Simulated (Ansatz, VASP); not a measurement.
**Two plane-wave programs on CdTeSe4**

The input INCAR:

```
SYSTEM = CdTeSe4
PREC = Accurate
ENCUT = 500
EDIFF = 1E-7
ISMEAR = 0
SIGMA = 0.1
LREAL = .FALSE.
LASPH = .TRUE.
NELM = 120
ALGO = Normal
ISIF = 3
LWAVE = .FALSE.
LCHARG = .FALSE.
GGA = PE
IBRION = 2
NSW = 100
EDIFFG = -0.01
GGA_COMPAT = .FALSE.
NELMIN = 4
```

Contents of KPOINTS:

```
regular mesh
0
G
  8 8 8
  0 0 0
```

The input POSCAR:

```
CdTeSe4
1.0
    0.0000000000      4.1601589602      4.1601589602
    4.1601589602      0.0000000000      4.1601589602
    4.1601589602      4.1601589602      0.0000000000
Cd Te Se
1 1 4
Direct
    0.7500000000      0.7500000000      0.7500000000
    0.0000000000      0.0000000000      0.0000000000
    0.3779862226      0.3779862226      0.3779862226
    0.3779862226      0.8660413322      0.3779862226
    0.3779862226      0.3779862226      0.8660413322
    0.8660413322      0.3779862226      0.3779862226
```

Input for Ansatz:

```yaml
crystal:
  lattice:
    - [0.0, 4.1601589602, 4.1601589602]
    - [4.1601589602, 0.0, 4.1601589602]
    - [4.1601589602, 4.1601589602, 0.0]
  atoms:
    - { symbol: Cd, position: [0.75, 0.75, 0.75] }
    - { symbol: Te, position: [0.0, 0.0, 0.0] }
    - { symbol: Se, position: [0.3779862226, 0.3779862226, 0.3779862226] }
    - { symbol: Se, position: [0.3779862226, 0.8660413322, 0.3779862226] }
    - { symbol: Se, position: [0.3779862226, 0.3779862226, 0.8660413322] }
    - { symbol: Se, position: [0.8660413322, 0.3779862226, 0.3779862226] }
basis:
  ecutwfc: 420
kpoints:
  mp_grid: { grid: [8, 8, 8] }
hamiltonian:
  xc: pbe
scf:
  occupations: { method: gaussian, width: 0.1 }
output:
  forces: true
  stress: true
  eigenvalues: true
  write_density: true
  write_potential: true
  elf: true
  volumetric_format: npy
relax:
  adjacent_minimum: "off"
  f_tol: 0.01
  max_steps: 80
  cell: { stress_tol: 0.05 }
```

Change from the starting cell: species swapped into the ZrScFe4 type (F-43m, No. 216).

Alike in both runs: task relaxation of cell and atoms; functional PBE; k mesh 8 × 8 × 8; occupations gaussian, width 0.1 eV; no spin polarisation.

|  | VASP | Ansatz |
| --- | --- | --- |
| version | VASP 6.6.1 | Ansatz 0.2.0 |
| potentials or method | VASP PAW PBE potentials, release 64 (Cd, Te, Se), cutoff 500 eV | scalar-relativistic, plane waves, PAW |
| valence electrons in the cell | 42 | 100 |

```tsv
	VASP	Ansatz	Ansatz less VASP
gap on the k mesh at the Fermi level, each at its own relaxed structure (eV)	none	none	-
relaxed volume (Å³/atom)	23.53	23.53	-0.004
relaxed cell length with the largest relative difference (Å)	5.845	5.845	-0.0004
```

A gap of «none» marks a metal or a gap that the smearing closes. VASP's potentials hold 42 valence electrons a cell and Ansatz's 100, so a difference there can come from the potentials and not from the codes.

Neither program's run includes spin-orbit coupling.
